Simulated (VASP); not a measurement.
Ni: single point with r2SCAN

Ni:

```xyz
1
Lattice="-1.4002 1.4002 1.4002 1.4002 -1.4002 1.4002 1.4002 1.4002 -1.4002" Properties=species:S:1:pos:R:3 pbc="T T T"
Ni    0.0000    0.0000    0.0000
```

```yaml
Program: VASP 6.6.1
Task: single point
Functional: r2SCAN
Potentials_or_basis: VASP PAW PBE potentials, release 64 (Ni)
Cutoff: 520 eV
k_mesh: 28 × 28 × 28
Occupations: fermi-dirac, width 0.05 eV
Spin: collinear spin, ferromagnetic start
Starting_moments: "[1.0] μB"
Dipole_correction: no
Further_INCAR_settings: ALGO = Normal; EDIFF = 1e-06; NBANDS = 15
```

```yaml
Pressure: -6.7 GPa
Net_moment: 0.63 μB per cell
Site_moments: Ni +0.65 μB
Valence_electrons_inside_the_program's_atomic_spheres: Ni 9.34
```

Levels at points of the mesh, in eV from the Fermi level:
Spin up:
```tsv
k point	band 1	band 2	band 3	band 4	band 5	band 6	band 7	band 8	band 9	band 10
(0.00, 0.00, 0.00)	-9.15	-2.63	-2.63	-2.63	-1.13	-1.13	27.36	27.36	27.36	32.32
(0.50, 0.00, 0.00)	-4.87	-3.54	-1.24	-0.98	-0.42	0.27	6.53	19.80	20.79	24.29
(0.50, 0.50, 0.50)	-4.43	-4.43	-0.63	-0.63	-0.63	10.16	10.16	10.16	15.88	15.88
```
Spin down:
| k point | band 3 | band 4 | band 5 | band 6 | band 7 | band 8 |
| --- | --- | --- | --- | --- | --- | --- |
| (0.00, 0.00, 0.00) | -1.48 | -1.48 | -0.51 | -0.51 | 27.32 | 27.32 |
| (0.50, 0.00, 0.00) | -0.43 | -0.34 | 0.09 | 0.91 | 7.06 | 19.74 |
| (0.50, 0.50, 0.50) | 0.67 | 0.67 | 0.67 | 10.18 | 10.18 | 10.18 |

It took 9.3 min on 1 thread of Intel(R) Xeon(R) Platinum 8259CL CPU @ 2.50GHz (Skylake/Cascade Lake), with other jobs on the host, peak memory 0.26 GiB.

Caveat: the PAW data sets were made with another functional, which shifts forces and pressure a little.
